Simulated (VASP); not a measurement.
# Ag (P-1) in VASP: single point with r2SCAN

Aim: the single point of Ag with r2SCAN.

Program: VASP 6.6.1. These are calculated values, not measurements. Logs are shortened: lines on timing, memory, paths and dates and some standing lists are left out, and cuts for length are marked.

### 1 The cell of the first run

The typed cell holds 1 atom: a = 2.935 Å, b = 2.636 Å, c = 2.875 Å, α = 111.23°, β = 105.47°, γ = 110.58°.

### 2 Single point, r2SCAN

POSCAR

```
Ag
1.0
   -1.5763602139      1.7822221387      1.7178111968
    1.4528499915     -1.6463173579      1.4583961937
    1.6621846081      1.7321417521     -1.5819064160
Ag
1
Direct
    0.0000000000      0.0000000000      0.0000000000
```

INCAR.step1

```
SYSTEM = Ag
PREC     = Accurate       ! precision mode
ENCUT    = 520            ! plane-wave cutoff, eV
ISMEAR   = 0              ! smearing method
SIGMA    = 0.15           ! smearing width, eV
LREAL    = .FALSE.        ! projectors in reciprocal space
LASPH    = .TRUE.         ! aspherical terms in the spheres
NELM     = 100            ! most SCF steps
NBANDS   = 12             ! bands
GGA      = PE             ! functional
ALGO     = Normal         ! electronic algorithm
EDIFF    = 1E-4           ! SCF threshold, eV
LWAVE    = .TRUE.         ! write WAVECAR
LCHARG   = .FALSE.        ! write CHGCAR
```

INCAR.step2

```
SYSTEM = Ag
PREC     = Accurate       ! precision mode
ENCUT    = 520            ! plane-wave cutoff, eV
EDIFF    = 1E-7           ! SCF threshold, eV
ISMEAR   = 0              ! smearing method
SIGMA    = 0.15           ! smearing width, eV
LREAL    = .FALSE.        ! projectors in reciprocal space
LASPH    = .TRUE.         ! aspherical terms in the spheres
NELM     = 100            ! most SCF steps
ALGO     = Normal         ! electronic algorithm
ISIF     = 2              ! what is computed and relaxed
LWAVE    = .FALSE.        ! write WAVECAR
LCHARG   = .TRUE.         ! write CHGCAR
METAGGA  = R2SCAN         ! meta-GGA
LMIXTAU  = .TRUE.       
LELF     = .TRUE.         ! ELF
LVHAR    = .TRUE.       
NBANDS   = 12             ! bands
ISTART   = 1
```

KPOINTS

```
regular mesh
0
G
  14 14 14
  0 0 0
```

Potentials or basis: VASP PAW PBE potentials, release 64 (Ag).

Run with:

```sh
> cat potpaw_PBE.64/Ag/POTCAR > POTCAR
> cp INCAR.step1 INCAR
> mpirun -np 1 vasp_std > vasp.out
> cp INCAR.step2 INCAR
> mpirun -np 1 vasp_std > vasp.out
```

OUTCAR:

```text
SYSTEM = Ag
   PREC = Accurate
   ENCUT = 520
   EDIFF = 1E-7
   ISMEAR = 0
   LREAL = .FALSE.
   LASPH = .TRUE.
   NELM = 100
   ISIF = 2
   METAGGA = R2SCAN
   ISTART = 1

 ion  position               nearest neighbor table
   1  0.000  0.000  0.000-

  LATTYP: Found a triclinic cell.
 ALAT       =     3.1815119475
 B/A-ratio  =     1.4533100464
 C/A-ratio  =     0.8285104972
 COS(alpha) =     0.0020288886
 COS(beta)  =     0.5042790960
 COS(gamma) =     0.7401134024

  Lattice vectors:

 A1 = (  -0.1235102224,   0.1359047808,   3.1762073905)
 A2 = (  -3.2385448220,   0.0500803866,   3.2997176128)
 A3 = (   1.4528499915,  -1.6463173579,   1.4583961937)

Analysis of symmetry for initial positions (statically):
=====================================================================
 Subroutine PRICEL returns:
 Original cell was already a primitive cell.

 Routine SETGRP: Setting up the symmetry group for a
 triclinic supercell.

 Subroutine GETGRP returns: Found  2 space group operations
 (whereof  2 operations were pure point group operations)
 out of a pool of  2 trial point group operations.

The static configuration has the point symmetry S_2 .

Analysis of symmetry for dynamics (positions and initial velocities):
=====================================================================
 Subroutine PRICEL returns:
 Original cell was already a primitive cell.

 Routine SETGRP: Setting up the symmetry group for a
 triclinic supercell.

 Subroutine GETGRP returns: Found  2 space group operations
 (whereof  2 operations were pure point group operations)
 out of a pool of  2 trial point group operations.

The dynamic configuration has the point symmetry S_2 .

 Subroutine INISYM returns: Found  2 space group operations
 (whereof  2 operations are pure point group operations),
 and found     1 'primitive' translations

----------------------------------------------------------------------------------------

                                     Primitive cell

  volume of cell :      17.3168

  direct lattice vectors                    reciprocal lattice vectors
    -1.576360214  1.782222139  1.717811197     0.004514164  0.272705441  0.303347815
     1.452849991 -1.646317358  1.458396194     0.334633872 -0.020885161  0.328747140
     1.662184608  1.732141752 -1.581906416     0.313408708  0.276879603  0.000340002

  length of vectors
     2.934638408  2.635916045  2.874995762     0.407932019  0.469564373  0.418195467

  position of ions in fractional coordinates (direct lattice)
     0.000000000  0.000000000  0.000000000

  ion indices of the primitive-cell ions
   primitive index   ion index
                 1           1

----------------------------------------------------------------------------------------

 KPOINTS: regular mesh

Automatic generation of k-mesh.
 Grid dimensions read from file:
 generate k-points for:   14   14   14

 Generating k-lattice:

  Cartesian coordinates                     Fractional coordinates (reciprocal lattice)
     0.000322440  0.019478960  0.021667701     0.071428571  0.000000000 -0.000000000
     0.023902419 -0.001491797  0.023481939     0.000000000  0.071428571  0.000000000
     0.022386336  0.019777115  0.000024286     0.000000000 -0.000000000  0.071428571

  Length of vectors
     0.029138001  0.033540312  0.029871105

  Shift w.r.t. Gamma in fractional coordinates (k-lattice)
     0.000000000  0.000000000  0.000000000

 Subroutine IBZKPT returns following result:
 ===========================================

 Found   1376 irreducible k-points:

 Following reciprocal coordinates:
            Coordinates               Weight
  0.000000  0.000000  0.000000      1.000000
  0.071429  0.000000  0.000000      2.000000
  0.142857  0.000000  0.000000      2.000000
  0.214286  0.000000  0.000000      2.000000
  0.285714  0.000000 -0.000000      2.000000
  0.357143  0.000000  0.000000      2.000000
[... 16 lines left out ...]
 -0.000000  0.142857 -0.000000      2.000000
  0.071429  0.142857 -0.000000      2.000000
 [... further k-points ...]
   k-points           NKPTS =   1376   k-points in BZ     NKDIM =   1376   number of bands    NBANDS=     12
   number of dos      NEDOS =    301   number of ions     NIONS =      1
   total plane-waves  NPLWV =  11520
   dimension x,y,z NGX =    24 NGY =   20 NGZ =   24
   dimension x,y,z NGXF=    48 NGYF=   40 NGZF=   48
   ions per type =               1
   NGX,Y,Z   is equivalent  to a cutoff of  13.60, 12.61, 13.88 a.u.
   NGXF,Y,Z  is equivalent  to a cutoff of  27.19, 25.23, 27.76 a.u.
 SYSTEM =  Ag
   PREC   = accura    normal or accurate (medium, high low for compatibility)
   ISTART =      1    job   : 0-new  1-cont  2-samecut
   ICHARG =      0    charge: 1-file 2-atom 10-const
   ISPIN  =      1    spin polarized calculation?
   LNONCOLLINEAR =      F non collinear calculations
   LSORBIT =      F    spin-orbit coupling
   LASPH  =      T    aspherical Exc in radial PAW
   ENCUT  =  520.0 eV  38.22 Ry    6.18 a.u.   5.46  4.90  5.35*2*pi/ulx,y,z
   NELM   =    100;   NELMIN=  2; NELMDL=  0     # of ELM steps
   EDIFF  = 0.1E-06   stopping-criterion for ELM
   LREAL  =      F    real-space projection
   EDIFFG = 0.1E-05   stopping-criterion for IOM
   NSW    =      0    number of steps for IOM
   IBRION =     -1    ionic relax: 0-MD 1-quasi-New 2-CG
   NFREE  =      0    steps in history (QN), initial steepest desc. (CG)
   ISIF   =      2    stress and relaxation
   ISYM   =      2    0-nonsym 1-usesym 2-fastsym
   POTIM  = 0.5000    time-step for ionic-motion
   TEBEG  =    0.0;   TEEND  =   0.0 temperature during run
   PSTRESS=    0.0 pullay stress
   NELECT =      11.0000    total number of electrons
   NUPDOWN=      -1.0000    fix difference up-down
   EMIN   =  10.00;   EMAX   =-10.00  energy-range for DOS
   EFERMI =   0.00;   METHOD = LEGACY
   ISMEAR =     0;   SIGMA  =   0.15  broadening in eV -4-tet -1-fermi 0-gaus
   EFERMI_NEDOS =   21; number of points for ismear=-14 and -15
   IALGO  =     38    algorithm
   IMIX   =      4    mixing-type and parameters
     AMIX     =   0.40;   BMIX     =  1.00
     AMIX_MAG =   1.60;   BMIX_MAG =  1.00
  volume/ion in A,a.u.               =      17.32       116.86
  Fermi-wavevector in a.u.,A,eV,Ry     =   1.407288  2.659388 26.945770  1.980458
  Thomas-Fermi vector in A             =   2.529562
   LORBIT       =      0    0 simple, 1 ext, 2 COOP (PROOUT), +10 PAW based schemes
   METAGGA = R2SCAN    functional components
   LHFCALC =     F    Hartree Fock is set to
   AEXX    =    0.0000 exact exchange contribution
   IVDW    =     0    specifies the selected vdW correction
   LEPSILON=     F    determine dielectric tensor
   LRPA    =     F    only Hartree local field effects (RPA)
 non-spin polarized calculation
 Gauss-broadening in eV      SIGMA  =   0.15
  energy-cutoff  :      520.00
  volume of cell :       17.32
 maximum number of plane-waves:       481
 NGX is ok and might be reduce to    24
   NGX = 11   NGY =  9   NGZ = 11

 number of electron      11.0000000 magnetization

 Free energy of the ion-electron system (eV)
  ---------------------------------------------------
  ext. energy  EPLUGINS =         0.00000000
  ---------------------------------------------------
  free energy    TOTEN  =       -21.27102660 eV

  energy without entropy =      -21.26795698  energy(sigma->0) =      -21.26949179

 E-fermi :   8.2269     XC(G=0): -12.8479

 val. band max:        8.2264454170   @ k =   0.1429  -0.4286   0.4286
 cond. band min:       8.2283256743   @ k =   0.0000   0.3571   0.5000
 fundamental gap:      0.0018802573
 Fermi energy:         8.2269280544

 k-point     1 :       0.0000    0.0000    0.0000
  band No.  band energies     occupation
      1       0.3837      2.00000
      2       2.3651      2.00000
      3       3.1015      2.00000
      4       3.4657      2.00000
      5       4.1508      2.00000
      6       4.6161      2.00000
      7      25.0588      0.00000
      8      27.1974      0.00000
      9      27.4050      0.00000
     10      31.9150      0.00000
     11      32.2187      0.00000
     12      32.9510      0.00000

 k-point     2 :       0.0714    0.0000    0.0000
  band No.  band energies     occupation
      1       0.5261      2.00000
      2       2.3731      2.00000
      3       3.0781      2.00000
      4       3.5260      2.00000
      5       4.1526      2.00000
      6       4.6059      2.00000
      7      24.4692      0.00000
      8      26.7313      0.00000
      9      27.4085      0.00000
     10      31.2065      0.00000
     11      31.5705      0.00000
     12      33.7392      0.00000

 k-point     3 :       0.1429    0.0000    0.0000
  band No.  band energies     occupation
      1       0.9108      2.00000
      2       2.4090      2.00000
      3       3.0263      2.00000
      4       3.7115      2.00000
      5       4.1604      2.00000
      6       4.5869      2.00000
      7      22.5208      0.00000
      8      26.0153      0.00000
      9      27.5393      0.00000
     10      30.4788      0.00000
     11      31.3052      0.00000
     12      32.8322      0.00000
[... 286 lines left out ...]
 k-point    23 :      -0.0000    0.1429   -0.0000
  band No.  band energies     occupation
      1       1.1719      2.00000
      2       2.8044      2.00000
      3       2.9350      2.00000
      4       3.5590      2.00000
      5       4.1308      2.00000
      6       4.3456      2.00000
      7      24.8233      0.00000
      8      26.2906      0.00000
      9      27.1331      0.00000
     10      28.3928      0.00000
     11      30.1321      0.00000
     12      31.5270      0.00000

 k-point    24 :       0.0714    0.1429   -0.0000
  band No.  band energies     occupation
      1       1.5550      2.00000
      2       2.7618      2.00000
      3       2.8341      2.00000
      4       3.8772      2.00000
      5       4.1196      2.00000
      6       4.4074      2.00000
      7      22.6834      0.00000
      8      25.2901      0.00000
      9      27.0942      0.00000
     10      27.7869      0.00000
     11      30.3293      0.00000
     12      31.8426      0.00000

 [... further k-points ...]
[... 5 lines left out ...]
  --------------------------------------------------------------------------------------
  -------------------------------------------------------------------------------------
  Total        0.2070310      0.4655258      0.2037124     -0.5550161     -0.7101338      0.5576188
  in kB       19.1547894     43.0710744     18.8477444    -51.3508404    -65.7025328     51.5916389
  external PRESSURE =      27.0245360 kB  Pullay stress =       0.0000000 kB

 VOLUME and BASIS-vectors are now :
 -----------------------------------------------------------------------------
  energy-cutoff  :      520.00
  volume of cell :       17.32
      direct lattice vectors                 reciprocal lattice vectors
    -1.576360214  1.782222139  1.717811197     0.004514164  0.272705441  0.303347815
     1.452849991 -1.646317358  1.458396194     0.334633872 -0.020885161  0.328747140
     1.662184608  1.732141752 -1.581906416     0.313408708  0.276879603  0.000340002

 POSITION                                       TOTAL-FORCE (eV/Angst)
 -----------------------------------------------------------------------------------
      0.00000      0.00000      0.00000         0.000000      0.000000      0.000000
 -----------------------------------------------------------------------------------
    total drift:                                0.000000     -0.000000      0.000000

  FREE ENERGIE OF THE ION-ELECTRON SYSTEM (eV)
  ---------------------------------------------------
  free  energy   TOTEN  =       -21.2710266009 eV

  energy  without entropy=      -21.2679569843  energy(sigma->0) =      -21.26949179
```

It took 6.1 min on 1 thread of Intel Xeon Platinum 8488C (Sapphire Rapids), shared host; peak memory 0.37 GiB.

What came out:

- Free energy: -21.2710 eV
- Pressure: 2.7 GPa

Levels at points of the mesh, in eV from the Fermi level:
| k point | band 4 | band 5 | band 6 | band 7 | band 8 | band 9 |
| --- | --- | --- | --- | --- | --- | --- |
| (0.00, 0.00, 0.00) | -4.76 | -4.08 | -3.61 | 16.83 | 18.97 | 19.18 |
| (0.50, 0.00, 0.00) | -3.54 | -3.11 | -0.65 | 2.91 | 13.98 | 18.15 |
| (0.00, 0.50, 0.00) | -3.68 | -2.66 | 1.17 | 6.03 | 12.08 | 12.99 |
| (0.50, 0.50, 0.00) | -3.73 | -2.87 | 0.32 | 4.72 | 14.15 | 15.39 |
| (0.00, 0.00, 0.50) | -3.50 | -3.05 | -0.39 | 3.42 | 13.10 | 17.88 |
| (0.50, 0.00, 0.50) | -3.41 | -2.98 | 0.00 | 4.10 | 11.81 | 15.79 |
| (0.00, 0.50, 0.50) | -3.86 | -2.80 | 0.36 | 4.78 | 14.21 | 15.74 |
| (0.50, 0.50, 0.50) | -3.29 | -2.65 | 5.21 | 8.16 | 8.76 | 11.31 |

Caveat: the PAW data sets were made with another functional, which shifts forces and pressure a little.
